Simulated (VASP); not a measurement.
# HfB2 (R-3m) in VASP: a series of runs

HfB2 is run at these levels: PBE; tasks: single point, relaxation of cell and atoms.

All numbers are computed with VASP 6.6.1; they aren't measurements. Logs are shortened: lines on timing, memory, paths and dates and some standing lists are left out, and cuts for length are marked.

**1. The cell of the first run**

It takes space group R-3m (No. 166, trigonal). The conventional cell has a = 2.845 Å, b = 2.845 Å, c = 12.888 Å, α = 90.00°, β = 90.00°, γ = 120.00°. Within 2.6 Å of Hf (site symmetry -3m) lie 6 B at 1.96 Å. Within 2.9 Å of B (site symmetry 3m) lie 3 Hf at 1.96 Å and 12 B at 2.70 to 2.84 Å.

**2. Single point, PBE**

INCAR

```
ALGO = Normal
EDIFF = 1E-6
ENCUT = 500
GGA = PE
GGA_COMPAT = False
ISIF = 2
ISMEAR = 0
LASPH = True
LCHARG = False
LREAL = False
LWAVE = False
NBANDS = 15
NELM = 120
PREC = Accurate
SIGMA = 0.1
```

KPOINTS

```
k-points
0
Gamma
  9 9 9
```

POSCAR

```
HfB2
1.0
    1.4223411446      0.8211890427      4.2958341099
   -1.4223411446      0.8211890427      4.2958341099
    0.0000000000     -1.6423780854      4.2958341099
Hf B
1 2
Direct
    0.0000000000      0.0000000000      0.0000000000
    0.7500000000      0.7500000000      0.7500000000
    0.2500000000      0.2500000000      0.2500000000
```

Potentials or basis: VASP PAW PBE potentials, release 64 (Hf_pv, B).

Started as:

```bash
> cat potpaw_PBE.64/Hf_pv/POTCAR potpaw_PBE.64/B/POTCAR > POTCAR
> mpirun -np 1 vasp_std > vasp.out
```

OUTCAR:

```text
EDIFF = 1E-6
   ENCUT = 500
   GGA = PE
   ISIF = 2
   ISMEAR = 0
   LASPH = True
   LREAL = False
   NELM = 120
   PREC = Accurate

 ion  position               nearest neighbor table
   1  0.000  0.000  0.000-   2 1.96   3 1.96   2 1.96   2 1.96   3 1.96   3 1.96
   2  0.750  0.750  0.750-   1 1.96   1 1.96   1 1.96
   3  0.250  0.250  0.250-   1 1.96   1 1.96   1 1.96

  LATTYP: Found a trigonal (rhomboedric) cell.
 ALAT       =     4.5990864827
 COS(alpha) =     0.8087090652

  Lattice vectors:

 A1 = (   1.4223411446,   0.8211890427,   4.2958341099)
 A2 = (  -1.4223411446,   0.8211890427,   4.2958341099)
 A3 = (   0.0000000000,  -1.6423780854,   4.2958341099)

Analysis of symmetry for initial positions (statically):
=====================================================================
 Subroutine PRICEL returns:
 Original cell was already a primitive cell.

 Routine SETGRP: Setting up the symmetry group for a
 trigonal (rhombohedral) supercell.

 Subroutine GETGRP returns: Found 12 space group operations
 (whereof 12 operations were pure point group operations)
 out of a pool of 12 trial point group operations.

The static configuration has the point symmetry D_3d.

Analysis of symmetry for dynamics (positions and initial velocities):
=====================================================================
 Subroutine PRICEL returns:
 Original cell was already a primitive cell.

 Routine SETGRP: Setting up the symmetry group for a
 trigonal (rhombohedral) supercell.

 Subroutine GETGRP returns: Found 12 space group operations
 (whereof 12 operations were pure point group operations)
 out of a pool of 12 trial point group operations.

The dynamic configuration has the point symmetry D_3d.

 Subroutine INISYM returns: Found 12 space group operations
 (whereof 12 operations are pure point group operations),
 and found     1 'primitive' translations

----------------------------------------------------------------------------------------

                                     Primitive cell

  volume of cell :      30.1055

  direct lattice vectors                    reciprocal lattice vectors
     1.422341145  0.821189043  4.295834110     0.351533106  0.202957733  0.077594554
    -1.422341145  0.821189043  4.295834110    -0.351533106  0.202957733  0.077594554
     0.000000000 -1.642378085  4.295834110     0.000000000 -0.405915466  0.077594554

  length of vectors
     4.599086483  4.599086483  4.599086483     0.413265388  0.413265388  0.413265388

  position of ions in fractional coordinates (direct lattice)
     0.000000000  0.000000000  0.000000000
     0.750000000  0.750000000  0.750000000
     0.250000000  0.250000000  0.250000000

  ion indices of the primitive-cell ions
   primitive index   ion index
                 1           1
                 2           2
                 3           3

----------------------------------------------------------------------------------------

 KPOINTS: k-points

Automatic generation of k-mesh.
 Grid dimensions read from file:
 generate k-points for:    9    9    9

 Generating k-lattice:

  Cartesian coordinates                     Fractional coordinates (reciprocal lattice)
     0.039059234  0.022550859  0.008621617     0.111111111  0.000000000  0.000000000
    -0.039059234  0.022550859  0.008621617     0.000000000  0.111111111  0.000000000
     0.000000000 -0.045101718  0.008621617     0.000000000  0.000000000  0.111111111

  Length of vectors
     0.045918376  0.045918376  0.045918376

  Shift w.r.t. Gamma in fractional coordinates (k-lattice)
     0.000000000  0.000000000  0.000000000

 Subroutine IBZKPT returns following result:
 ===========================================

 Found     85 irreducible k-points:

 Following reciprocal coordinates:
            Coordinates               Weight
  0.000000  0.000000  0.000000      1.000000
  0.111111  0.000000  0.000000      6.000000
  0.222222  0.000000  0.000000      6.000000
  0.333333  0.000000  0.000000      6.000000
  0.444444  0.000000  0.000000      6.000000
  0.111111  0.111111  0.000000      6.000000
[... 16 lines left out ...]
 -0.333333  0.333333  0.000000      6.000000
  0.444444  0.444444  0.000000      6.000000
 [... further k-points ...]
   k-points           NKPTS =     85   k-points in BZ     NKDIM =     85   number of bands    NBANDS=     15
   number of dos      NEDOS =    301   number of ions     NIONS =      3
   total plane-waves  NPLWV =  46656
   dimension x,y,z NGX =    36 NGY =   36 NGZ =   36
   dimension x,y,z NGXF=    72 NGYF=   72 NGZF=   72
   ions per type =               1   2
   NGX,Y,Z   is equivalent  to a cutoff of  13.01, 13.01, 13.01 a.u.
   NGXF,Y,Z  is equivalent  to a cutoff of  26.03, 26.03, 26.03 a.u.
 SYSTEM =  unknown system
   PREC   = accura    normal or accurate (medium, high low for compatibility)
   ISTART =      0    job   : 0-new  1-cont  2-samecut
   ICHARG =      2    charge: 1-file 2-atom 10-const
   ISPIN  =      1    spin polarized calculation?
   LNONCOLLINEAR =      F non collinear calculations
   LSORBIT =      F    spin-orbit coupling
   LASPH  =      T    aspherical Exc in radial PAW
   ENCUT  =  500.0 eV  36.75 Ry    6.06 a.u.   8.39  8.39  8.39*2*pi/ulx,y,z
   NELM   =    120;   NELMIN=  2; NELMDL= -5     # of ELM steps
   EDIFF  = 0.1E-05   stopping-criterion for ELM
   LREAL  =      F    real-space projection
   EDIFFG = 0.1E-04   stopping-criterion for IOM
   NSW    =      0    number of steps for IOM
   IBRION =     -1    ionic relax: 0-MD 1-quasi-New 2-CG
   NFREE  =      0    steps in history (QN), initial steepest desc. (CG)
   ISIF   =      2    stress and relaxation
   ISYM   =      2    0-nonsym 1-usesym 2-fastsym
   POTIM  = 0.5000    time-step for ionic-motion
   TEBEG  =    0.0;   TEEND  =   0.0 temperature during run
   PSTRESS=    0.0 pullay stress
   NELECT =      16.0000    total number of electrons
   NUPDOWN=      -1.0000    fix difference up-down
   EMIN   =  10.00;   EMAX   =-10.00  energy-range for DOS
   EFERMI =   0.00;   METHOD = LEGACY
   ISMEAR =     0;   SIGMA  =   0.10  broadening in eV -4-tet -1-fermi 0-gaus
   EFERMI_NEDOS =   21; number of points for ismear=-14 and -15
   IALGO  =     38    algorithm
   IMIX   =      4    mixing-type and parameters
     AMIX     =   0.40;   BMIX     =  1.00
     AMIX_MAG =   1.60;   BMIX_MAG =  1.00
  volume/ion in A,a.u.               =      10.04        67.72
  Fermi-wavevector in a.u.,A,eV,Ry     =   1.326069  2.505908 23.925303  1.758460
  Thomas-Fermi vector in A             =   2.455484
   LORBIT       =      0    0 simple, 1 ext, 2 COOP (PROOUT), +10 PAW based schemes
   GGA     = PE    functional components
   LHFCALC =     F    Hartree Fock is set to
   AEXX    =    0.0000 exact exchange contribution
   IVDW    =     0    specifies the selected vdW correction
   LEPSILON=     F    determine dielectric tensor
   LRPA    =     F    only Hartree local field effects (RPA)
 non-spin polarized calculation
 Gauss-broadening in eV      SIGMA  =   0.10
  energy-cutoff  :      500.00
  volume of cell :       30.11
 maximum number of plane-waves:       774
 NGX is ok and might be reduce to    36
   NGX = 17   NGY = 17   NGZ = 17

 number of electron      16.0000000 magnetization

 Free energy of the ion-electron system (eV)
  ---------------------------------------------------
  ext. energy  EPLUGINS =         0.00000000
  ---------------------------------------------------
  free energy    TOTEN  =       -13.74783232 eV

  energy without entropy =      -13.74388675  energy(sigma->0) =      -13.74585954

 E-fermi :   5.4018     XC(G=0): -12.2285

 val. band max:        5.3858102627   @ k =  -0.3333  -0.3333   0.1111
 cond. band min:       5.4053578504   @ k =  -0.4444   0.4444   0.0000
 fundamental gap:      0.0195475877
 Fermi energy:         5.4018239596

 k-point     1 :       0.0000    0.0000    0.0000
  band No.  band energies     occupation
      1     -23.0071      2.00000
      2     -21.7634      2.00000
      3     -21.7634      2.00000
      4      -5.1349      2.00000
      5      -0.3228      2.00000
      6       3.6513      2.00000
      7       3.7625      2.00000
      8       3.7625      2.00000
      9      10.4958      0.00000
     10      10.4958      0.00000
     11      11.2903      0.00000
     12      11.3145      0.00000
     13      11.3145      0.00000
     14      13.9503      0.00000
     15      18.9157      0.00000

 k-point     2 :       0.1111    0.0000    0.0000
  band No.  band energies     occupation
      1     -22.9632      2.00000
      2     -22.0668      2.00000
      3     -21.8272      2.00000
      4      -4.6580      2.00000
      5       0.1146      2.00000
      6       2.4206      2.00000
      7       4.0858      2.00000
      8       4.2570      2.00000
      9       8.9567      0.00000
     10       9.1365      0.00000
     11      11.4912      0.00000
     12      12.4226      0.00000
     13      12.9758      0.00000
     14      14.2695      0.00000
     15      18.1220      0.00000

 k-point     3 :       0.2222    0.0000    0.0000
  band No.  band energies     occupation
      1     -22.8501      2.00000
      2     -22.7744      2.00000
      3     -21.9851      2.00000
      4      -3.4998      2.00000
      5       0.8855      2.00000
      6       1.3226      2.00000
      7       4.1915      2.00000
      8       4.6753      2.00000
      9       7.7145      0.00000
     10       8.3495      0.00000
     11      10.3858      0.00000
     12      12.5650      0.00000
     13      14.6316      0.00000
     14      15.4413      0.00000
     15      18.5018      0.00000
[... 343 lines left out ...]
 k-point    23 :      -0.3333    0.3333    0.0000
  band No.  band energies     occupation
      1     -23.3604      2.00000
      2     -23.3582      2.00000
      3     -22.5673      2.00000
      4       0.2165      2.00000
      5       0.4793      2.00000
      6       2.7085      2.00000
      7       3.4559      2.00000
      8       3.8285      2.00000
      9       5.5599      0.02537
     10       7.8692      0.00000
     11      10.2803      0.00000
     12      11.8816      0.00000
     13      13.9218      0.00000
     14      15.7687      0.00000
     15      18.3353      0.00000

 k-point    24 :       0.4444    0.4444    0.0000
  band No.  band energies     occupation
      1     -23.9290      2.00000
      2     -22.6371      2.00000
      3     -22.2704      2.00000
      4      -1.6022      2.00000
      5      -0.5153      2.00000
      6       2.3606      2.00000
      7       5.1069      1.99997
      8       5.3210      1.74721
      9       6.5535      0.00000
     10       8.9411      0.00000
     11       9.5129      0.00000
     12      10.3645      0.00000
     13      15.0561      0.00000
     14      15.8626      0.00000
     15      18.0207      0.00000

 [... further k-points ...]
[... 5 lines left out ...]
  --------------------------------------------------------------------------------------
  -------------------------------------------------------------------------------------
  Total       27.1650437     27.1650437     12.2327445      0.0000000     -0.0000000      0.0000000
  in kB     1445.6904750   1445.6904750    651.0117326      0.0000000     -0.0000000      0.0000000
  external PRESSURE =    1180.7975609 kB  Pullay stress =       0.0000000 kB

 VOLUME and BASIS-vectors are now :
 -----------------------------------------------------------------------------
  energy-cutoff  :      500.00
  volume of cell :       30.11
      direct lattice vectors                 reciprocal lattice vectors
     1.422341145  0.821189043  4.295834110     0.351533106  0.202957733  0.077594554
    -1.422341145  0.821189043  4.295834110    -0.351533106  0.202957733  0.077594554
     0.000000000 -1.642378085  4.295834110     0.000000000 -0.405915466  0.077594554

 POSITION                                       TOTAL-FORCE (eV/Angst)
 -----------------------------------------------------------------------------------
      0.00000      0.00000      0.00000         0.000000     -0.000000      0.000000
      0.00000      0.00000      9.66563         0.000000     -0.000000      8.111253
      0.00000      0.00000      3.22188         0.000000      0.000000     -8.111253
 -----------------------------------------------------------------------------------
    total drift:                                0.000000      0.000000      0.000000

  FREE ENERGIE OF THE ION-ELECTRON SYSTEM (eV)
  ---------------------------------------------------
  free  energy   TOTEN  =       -13.7478323178 eV

  energy  without entropy=      -13.7438867548  energy(sigma->0) =      -13.74585954
```

Run time: 58 s. Hardware: 1 thread of AMD EPYC 7R13 (Zen 3), shared host; peak memory 0.19 GiB.

What came out:

```yaml
Free_energy: -13.7478 eV
Pressure: 118.1 GPa
Largest_force: 8.111 eV/Å
Band_gap_on_the_k_mesh: zero (bands 8 and 9 overlap by 0.31 eV)
```

Forces on the atoms (eV/Å):
```
Hf   0.000  0.000  0.000
B    0.000  0.000  8.111
B    0.000  0.000 -8.111
```

Caveat: the cell stands under pressure; spin-orbit coupling is left out, which moves the levels of the heavy elements; forces of over 1 eV/Å act on the atoms, so gaps and moduli don't describe the material at rest.

[end of part 1 of 2]
